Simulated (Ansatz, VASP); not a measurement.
# One calculation of Be, two programs

File INCAR:

```
PREC = Accurate
ENCUT = 520
EDIFF = 1E-6
ISMEAR = -1
SIGMA = 0.05
LREAL = F
LASPH = T
NELM = 100
ALGO = Normal
ISIF = 2
LWAVE = F
LCHARG = F
GGA = PE
NBANDS = 12
```

File KPOINTS:

```
regular mesh
0
Gamma
  9 9 14
```

File POSCAR:

```
Be
1.0
    3.6703269463      0.0000000000      0.0000000000
    0.0000000000      3.6703269463      0.0000000000
    0.0000000000      0.0000000000      2.2347101981
Be
4
Direct
    0.2974080000      0.2974080000      0.0000000000
    0.7025920000      0.7025920000      0.0000000000
    0.2025920000      0.7974080000      0.5000000000
    0.7974080000      0.2025920000      0.5000000000
```

Input for Ansatz:

```yaml
crystal:
  lattice:
    - [3.6703269463, 0.0, 0.0]
    - [0.0, 3.6703269463, 0.0]
    - [0.0, 0.0, 2.2347101981]
  atoms:
    - { symbol: Be, position: [0.297408, 0.297408, 0.0] }
    - { symbol: Be, position: [0.702592, 0.702592, 0.0] }
    - { symbol: Be, position: [0.202592, 0.797408, 0.5] }
    - { symbol: Be, position: [0.797408, 0.202592, 0.5] }
kpoints:
  mp_grid: { grid: [9, 9, 14] }
  band_path:
    path:
      - [0.0, 0.0, 0.0]
      - [0.0, 0.5, 0.0]
      - [0.5, 0.5, 0.0]
      - [0.0, 0.0, 0.0]
      - [0.0, 0.0, 0.5]
      - [0.0, 0.5, 0.5]
      - [0.5, 0.5, 0.5]
      - [0.0, 0.0, 0.5]
      - [0.0, 0.5, 0.0]
    npoints: 5
scf:
  occupations: { method: fermi_dirac, width: 0.05 }
hamiltonian:
  xc: pbe
  pseudopotentials: { kind: all_electron, lapw: { basis_error: 0.001 } }
output:
  forces: true
  stress: true
  eigenvalues: true
```

Change from the starting cell: volume scaled by 0.94.

Alike in both runs: task single point; functional PBE; k mesh 9 × 9 × 14; occupations fermi-dirac, width 0.05 eV; no spin polarisation.

```csv
,VASP,Ansatz
version,VASP 6.6.1,Ansatz 0.2.0
potentials or method,"VASP PAW PBE potentials, release 64 (Be), cutoff 520 eV","all-electron LAPW, scalar-relativistic"
```

Ansatz gave:

| Item | Value |
| --- | --- |
| pressure (GPa) | 8.1 |
| traceless stress, the component that is largest in VASP (GPa) | -0.37 |
| rms of the force components (eV/Å) | 0.018 |

Task: Estimate VASP's values.

Result: Pressure (GPa): 8.4; traceless stress, the component that is largest in VASP (GPa): -0.37; rms of the force components (eV/Å): 0.020.

Atom by atom the forces differ by 0.001 eV/Å (rms over components). Ansatz ran all-electron here, and VASP with PAW potentials.
